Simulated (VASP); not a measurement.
# RbAl4H5 (I4/mmm) in VASP: further runs

The runs below take RbAl4H5 through relaxation of cell and atoms, single point, with PBE.

All numbers are computed with VASP 6.6.1; they aren't measurements. Logs are shortened: lines on timing, memory, paths and dates and some standing lists are left out, and cuts for length are marked.

**1. The cell of the first run**

The structure is tetragonal, space group I4/mmm (No. 139). The conventional cell has a = 8.250 Å, b = 8.250 Å, c = 5.130 Å, α = 90.00°, β = 90.00°, γ = 90.00°. Within 3.4 Å of Rb (site symmetry 4/mmm) lie 10 H at 2.57 to 3.09 Å and 8 Al at 3.19 Å. Within 3.2 Å of Al (site symmetry 2/m) lie 6 H at 2.45 to 3.19 Å and 2 Al at 2.57 Å and 2 Rb at 3.19 Å. H (site symmetry m2m) has 1 H at 1.72 Å within 2.3 Å. Within 2.3 Å of H (site symmetry 4/mmm) lie 4 H at 1.72 Å.

**2. Relaxation of cell and atoms, PBE**

File INCAR:

```
PREC = Accurate
ENCUT = 600
EDIFF = 1E-6
ISMEAR = 0
SIGMA = 0.1
LREAL = False
LASPH = True
NELM = 100
ALGO = Normal
ISIF = 3
LWAVE = False
LCHARG = False
GGA = PE
IBRION = 2
NSW = 100
EDIFFG = -0.01
```

File KPOINTS:

```
Automatic mesh
0
Gamma
  10 10 10
```

File POSCAR:

```
RbAl4H5
1.0
   -4.1251541180      4.1251541180      2.5650635993
    4.1251541180     -4.1251541180      2.5650635993
    4.1251541180      4.1251541180     -2.5650635993
Rb Al H
1 4 5
Direct
    0.0000000000      0.0000000000      0.0000000000
    0.5000000000      0.5000000000      0.5000000000
    0.0000000000      0.0000000000      0.5000000000
    0.5000000000      0.0000000000      0.0000000000
    0.0000000000      0.5000000000      0.0000000000
    0.5000000000      0.7079317637      0.2079317637
    0.5000000000      0.2920682363      0.7920682363
    0.7079317637      0.5000000000      0.2079317637
    0.2920682363      0.5000000000      0.7920682363
    0.5000000000      0.5000000000      0.0000000000
```

Potentials or basis: VASP PAW PBE potentials, release 64 (Rb_sv, Al, H).

Started as:

```bash
cat potpaw_PBE.64/Rb_sv/POTCAR potpaw_PBE.64/Al/POTCAR potpaw_PBE.64/H/POTCAR > POTCAR
mpirun -np 1 vasp_std > vasp.out
```

OUTCAR:

```text
PREC = Accurate
   ENCUT = 600
   EDIFF = 1E-6
   ISMEAR = 0
   LREAL = False
   LASPH = True
   NELM = 100
   ISIF = 3
   GGA = PE
   IBRION = 2
   NSW = 100
   EDIFFG = -0.01

 ion  position               nearest neighbor table
   1  0.000  0.000  0.000-  10 2.57  10 2.57   8 3.09   7 3.09   9 3.09   6 3.09   6 3.09   9 3.09
                             7 3.09   8 3.09   5 3.19   5 3.19   4 3.19   2 3.19   3 3.19   4 3.19
   2  0.500  0.500  0.500-   3 2.57   3 2.57   1 3.19   1 3.19
   3  0.000  0.000  0.500-   2 2.57   2 2.57   1 3.19   1 3.19
   4  0.500  0.000  0.000-   5 2.57   5 2.57   1 3.19   1 3.19
   5  0.000  0.500  0.000-   4 2.57   4 2.57   1 3.19   1 3.19
   6  0.500  0.708  0.208-   1 3.09   1 3.09
   7  0.500  0.292  0.792-   1 3.09   1 3.09
   8  0.708  0.500  0.208-   1 3.09   1 3.09
   9  0.292  0.500  0.792-   1 3.09   1 3.09
  10  0.500  0.500  0.000-   1 2.57   1 2.57

  LATTYP: Found a body centered tetragonal cell.
 ALAT       =     8.2503082360
 C/A-ratio  =     0.6218103678

  Lattice vectors:

 A1 = (  -4.1251541180,   4.1251541180,   2.5650635993)
 A2 = (   4.1251541180,  -4.1251541180,   2.5650635993)
 A3 = (   4.1251541180,   4.1251541180,  -2.5650635993)

Analysis of symmetry for initial positions (statically):
=====================================================================
 Subroutine PRICEL returns:
 Original cell was already a primitive cell.

 Routine SETGRP: Setting up the symmetry group for a
 body centered tetragonal supercell.

 Subroutine GETGRP returns: Found 16 space group operations
 (whereof 16 operations were pure point group operations)
 out of a pool of 16 trial point group operations.

The static configuration has the point symmetry D_4h.

Analysis of symmetry for dynamics (positions and initial velocities):
=====================================================================
 Subroutine PRICEL returns:
 Original cell was already a primitive cell.

 Routine SETGRP: Setting up the symmetry group for a
 body centered tetragonal supercell.

 Subroutine GETGRP returns: Found 16 space group operations
 (whereof 16 operations were pure point group operations)
 out of a pool of 16 trial point group operations.

The dynamic configuration has the point symmetry D_4h.

 Subroutine INISYM returns: Found 16 space group operations
 (whereof 16 operations are pure point group operations),
 and found     1 'primitive' translations

----------------------------------------------------------------------------------------

                                     Primitive cell

  volume of cell :     174.5977

  direct lattice vectors                    reciprocal lattice vectors
    -4.125154118  4.125154118  2.565063599     0.000000000  0.121207593  0.194926941
     4.125154118 -4.125154118  2.565063599     0.121207593  0.000000000  0.194926941
     4.125154118  4.125154118 -2.565063599     0.121207593  0.121207593  0.000000000

  length of vectors
     6.372859975  6.372859975  6.372859975     0.229538216  0.229538216  0.171413421

  position of ions in fractional coordinates (direct lattice)
     0.000000000  0.000000000  0.000000000
     0.500000000  0.500000000  0.500000000
     1.000000000  1.000000000  0.500000000
     0.500000000  0.000000000  0.000000000
     0.000000000  0.500000000  0.000000000
     0.500000000  0.707931764  0.207931764
     0.500000000  0.292068236  0.792068236
     0.707931764  0.500000000  0.207931764
     0.292068236  0.500000000  0.792068236
     0.500000000  0.500000000  0.000000000

  ion indices of the primitive-cell ions
   primitive index   ion index
                 1           1
                 2           2
                 3           3
                 4           4
                 5           5
                 6           6
                 7           7
                 8           8
                 9           9
                10          10

----------------------------------------------------------------------------------------

 KPOINTS: Automatic mesh

Automatic generation of k-mesh.
 Grid dimensions read from file:
 generate k-points for:   10   10   10

 Generating k-lattice:

  Cartesian coordinates                     Fractional coordinates (reciprocal lattice)
     0.000000000  0.012120759  0.019492694     0.100000000  0.000000000  0.000000000
     0.012120759  0.000000000  0.019492694     0.000000000  0.100000000  0.000000000
     0.012120759  0.012120759  0.000000000     0.000000000  0.000000000  0.100000000

  Length of vectors
     0.022953822  0.022953822  0.017141342

  Shift w.r.t. Gamma in fractional coordinates (k-lattice)
     0.000000000  0.000000000  0.000000000

 Subroutine IBZKPT returns following result:
 ===========================================

 Found    102 irreducible k-points:

 Following reciprocal coordinates:
            Coordinates               Weight
  0.000000  0.000000  0.000000      1.000000
  0.100000  0.000000 -0.000000      8.000000
  0.200000  0.000000 -0.000000      8.000000
  0.300000  0.000000  0.000000      8.000000
  0.400000  0.000000  0.000000      8.000000
  0.500000  0.000000 -0.000000      4.000000
[... 16 lines left out ...]
  0.300000  0.300000  0.000000      8.000000
  0.400000  0.300000  0.000000     16.000000
 [... further k-points ...]
   k-points           NKPTS =    102   k-points in BZ     NKDIM =    102   number of bands    NBANDS=     19
   number of dos      NEDOS =    301   number of ions     NIONS =     10
   total plane-waves  NPLWV = 157464
   dimension x,y,z NGX =    54 NGY =   54 NGZ =   54
   dimension x,y,z NGXF=   108 NGYF=  108 NGZF=  108
   ions per type =               1   4   5
   NGX,Y,Z   is equivalent  to a cutoff of  14.09, 14.09, 14.09 a.u.
   NGXF,Y,Z  is equivalent  to a cutoff of  28.17, 28.17, 28.17 a.u.
 SYSTEM =  unknown system
   PREC   = accura    normal or accurate (medium, high low for compatibility)
   ISTART =      0    job   : 0-new  1-cont  2-samecut
   ICHARG =      2    charge: 1-file 2-atom 10-const
   ISPIN  =      1    spin polarized calculation?
   LNONCOLLINEAR =      F non collinear calculations
   LSORBIT =      F    spin-orbit coupling
   LASPH  =      T    aspherical Exc in radial PAW
   ENCUT  =  600.0 eV  44.10 Ry    6.64 a.u.  12.73 12.73 12.73*2*pi/ulx,y,z
   NELM   =    100;   NELMIN=  2; NELMDL= -5     # of ELM steps
   EDIFF  = 0.1E-05   stopping-criterion for ELM
   LREAL  =      F    real-space projection
   EDIFFG = -.1E-01   stopping-criterion for IOM
   NSW    =    100    number of steps for IOM
   IBRION =      2    ionic relax: 0-MD 1-quasi-New 2-CG
   NFREE  =      1    steps in history (QN), initial steepest desc. (CG)
   ISIF   =      3    stress and relaxation
   ISYM   =      2    0-nonsym 1-usesym 2-fastsym
   POTIM  = 0.5000    time-step for ionic-motion
   TEBEG  =    0.0;   TEEND  =   0.0 temperature during run
   PSTRESS=    0.0 pullay stress
   NELECT =      26.0000    total number of electrons
   NUPDOWN=      -1.0000    fix difference up-down
   EMIN   =  10.00;   EMAX   =-10.00  energy-range for DOS
   EFERMI =   0.00;   METHOD = LEGACY
   ISMEAR =     0;   SIGMA  =   0.10  broadening in eV -4-tet -1-fermi 0-gaus
   EFERMI_NEDOS =   21; number of points for ismear=-14 and -15
   IALGO  =     38    algorithm
   IMIX   =      4    mixing-type and parameters
     AMIX     =   0.40;   BMIX     =  1.00
     AMIX_MAG =   1.60;   BMIX_MAG =  1.00
  volume/ion in A,a.u.               =      17.46       117.82
  Fermi-wavevector in a.u.,A,eV,Ry     =   0.867734  1.639779 10.244666  0.752962
  Thomas-Fermi vector in A             =   1.986310
   LORBIT       =      0    0 simple, 1 ext, 2 COOP (PROOUT), +10 PAW based schemes
   GGA     = PE    functional components
   LHFCALC =     F    Hartree Fock is set to
   AEXX    =    0.0000 exact exchange contribution
   IVDW    =     0    specifies the selected vdW correction
   LEPSILON=     F    determine dielectric tensor
   LRPA    =     F    only Hartree local field effects (RPA)
 conjugate gradient relaxation of ions
 non-spin polarized calculation
 Gauss-broadening in eV      SIGMA  =   0.10
  energy-cutoff  :      600.00
  volume of cell :      174.60
 maximum number of plane-waves:      5866
 NGX is ok and might be reduce to    54
   NGX = 25   NGY = 25   NGZ = 25

--------------------------------------- Ionic step        1  -------------------------------------------

 number of electron      26.0000000 magnetization

 Free energy of the ion-electron system (eV)
  ---------------------------------------------------
  ext. energy  EPLUGINS =         0.00000000
  ---------------------------------------------------
  free energy    TOTEN  =       -24.57670832 eV

  energy without entropy =      -24.55393591  energy(sigma->0) =      -24.56532211

------------------------ aborting loop because EDIFF is reached ----------------------------------------

  FORCE on cell =-STRESS in cart. coord.  units (eV):
  Direction    XX          YY          ZZ          XY          YZ          ZX
  --------------------------------------------------------------------------------------
  -------------------------------------------------------------------------------------
  Total       -0.4531601     -0.4531601      1.4614655      0.0000000      0.0000000      0.0000000
  in kB       -4.1583756     -4.1583756     13.4109844      0.0000000      0.0000000      0.0000000
  external PRESSURE =       1.6980777 kB  Pullay stress =       0.0000000 kB
[... 113 lines left out ...]
  FREE ENERGIE OF THE ION-ELECTRON SYSTEM (eV)
  ---------------------------------------------------
  free  energy   TOTEN  =       -24.5883433918 eV

  energy  without entropy=      -24.5660537581  energy(sigma->0) =      -24.57719857

[... ionic steps 4 to 7 ...]

--------------------------------------- Ionic step        8  -------------------------------------------

 number of electron      26.0000000 magnetization

------------------------ aborting loop because EDIFF is reached ----------------------------------------
[... 83 lines left out ...]
--------------------------------------- Ionic step       10  -------------------------------------------

 number of electron      26.0000000 magnetization

 Free energy of the ion-electron system (eV)
  ---------------------------------------------------
  ext. energy  EPLUGINS =         0.00000000
  ---------------------------------------------------
  free energy    TOTEN  =       -24.59048018 eV

  energy without entropy =      -24.56818401  energy(sigma->0) =      -24.57933210

 E-fermi :   2.7422     XC(G=0):  -8.1110

 val. band max:        2.7364610000   @ k =   0.3000   0.2000   0.0000
 cond. band min:       2.7497948749   @ k =  -0.4000   0.4000   0.4000
 fundamental gap:      0.0133338749
 Fermi energy:         2.7421600652

 k-point     1 :       0.0000    0.0000    0.0000
  band No.  band energies     occupation
      1     -24.6898      2.00000
      2      -9.1418      2.00000
      3      -9.1418      2.00000
      4      -8.9622      2.00000
      5      -6.1287      2.00000
      6      -3.3409      2.00000
[... 505 lines left out ...]
      6      -4.0124      2.00000
[... 11 lines left out ...]
     18       4.6429      0.00000
     19       4.9973      0.00000

 [... further k-points ...]

------------------------ aborting loop because EDIFF is reached ----------------------------------------

  FORCE on cell =-STRESS in cart. coord.  units (eV):
  Direction    XX          YY          ZZ          XY          YZ          ZX
  --------------------------------------------------------------------------------------
  -------------------------------------------------------------------------------------
  Total        0.0104540      0.0104540     -0.0925659      0.0000000      0.0000000     -0.0000000
  in kB        0.0964882      0.0964882     -0.8543669      0.0000000      0.0000000     -0.0000000
  external PRESSURE =      -0.2204635 kB  Pullay stress =       0.0000000 kB
[... 25 lines left out ...]
  FREE ENERGIE OF THE ION-ELECTRON SYSTEM (eV)
  ---------------------------------------------------
  free  energy   TOTEN  =       -24.5904801820 eV

  energy  without entropy=      -24.5681840137  energy(sigma->0) =      -24.57933210

 reached required accuracy - stopping structural energy minimisation
```

Wall time 57 min (1 thread of Intel Xeon Platinum 8259CL at 2.50GHz (Skylake/Cascade Lake), shared host); peak memory 0.68 GiB.

Results:

| Property | Result |
| --- | --- |
| Free energy | -24.5905 eV |
| Relaxed volume | 17.36 Å³/atom |
| Relaxed cell | a = 6.334 Å, b = 6.334 Å, c = 6.334 Å, α = 99.72°, β = 99.72°, γ = 131.49° |
| Space group after relaxing (to 0.05 Å) | I4/mmm (No. 139) |
| Energy gained by relaxing | 1.4 meV/atom |
| Ionic steps | 10 |
| Pressure after relaxing | 0.0 GPa |
| Largest force after relaxing | 0.008 eV/Å |
| Band gap on the k mesh | zero (band 13 reaches 3.13 eV, above the bottom of band 14 at 1.40 eV) |

Forces on the atoms (eV/Å):
```
Rb   0.000  0.000  0.000
Al   0.000  0.000  0.000
Al   0.000  0.000  0.000
Al   0.000  0.000  0.000
Al   0.000  0.000  0.000
H   -0.008  0.000  0.000
H    0.008  0.000  0.000
H    0.000 -0.008  0.000
H    0.000  0.008  0.000
H    0.000  0.000  0.000
```

The path:
```
step  energy change (eV)  largest force (eV/Å)  pressure (GPa)  volume (Å³)
   1              0.0000                0.0003            0.17       174.60
   2             -0.0089                0.0074           -0.05       175.06
   3             -0.0116                0.0143           -0.25       175.52
   4             -0.0116                0.0141           -0.24       175.50
   5             -0.0127                0.0134           -0.15       174.75
   6             -0.0134                0.0121            0.02       173.42
   7             -0.0134                0.0122            0.01       173.46
   8             -0.0135                0.0117            0.01       173.47
   9             -0.0136                0.0104            0.00       173.51
  10             -0.0138                0.0078           -0.02       173.59
```

Final structure:
```
Rb Al H
1.0
    -4.08361    4.08361    2.60237
     4.08361   -4.08361    2.60237
     4.08361    4.08361   -2.60237
Rb Al H
1 4 5
Direct
  0.00000 0.00000 0.00000
  0.50000 0.50000 0.50000
  0.00000 0.00000 0.50000
  0.50000 0.00000 0.00000
  0.00000 0.50000 0.00000
  0.50000 0.70645 0.20645
  0.50000 0.29355 0.79355
  0.70645 0.50000 0.20645
  0.29355 0.50000 0.79355
  0.50000 0.50000 0.00000
```

Levels at points of the mesh, in eV from the Fermi level:
| k point | band 9 | band 10 | band 11 | band 12 | band 13 | band 14 | band 15 | band 16 | band 17 | band 18 |
| --- | --- | --- | --- | --- | --- | --- | --- | --- | --- | --- |
| (0.00, 0.00, 0.00) | -4.43 | -2.17 | -1.37 | -1.37 | -1.34 | -1.34 | 0.99 | 0.99 | 1.74 | 1.95 |
| (0.50, 0.00, 0.00) | -3.62 | -3.21 | -2.90 | -2.34 | -0.37 | 0.74 | 0.97 | 2.00 | 2.30 | 2.35 |
| (0.50, 0.50, 0.00) | -3.14 | -2.05 | -1.96 | -1.55 | -0.98 | -0.95 | -0.25 | 0.46 | 1.70 | 1.76 |
| (0.50, 0.50, 0.50) | -2.43 | -1.73 | -1.66 | -1.41 | -1.41 | -0.43 | 0.16 | 0.33 | 1.33 | 1.33 |

(Continued in part 2 of 2.)
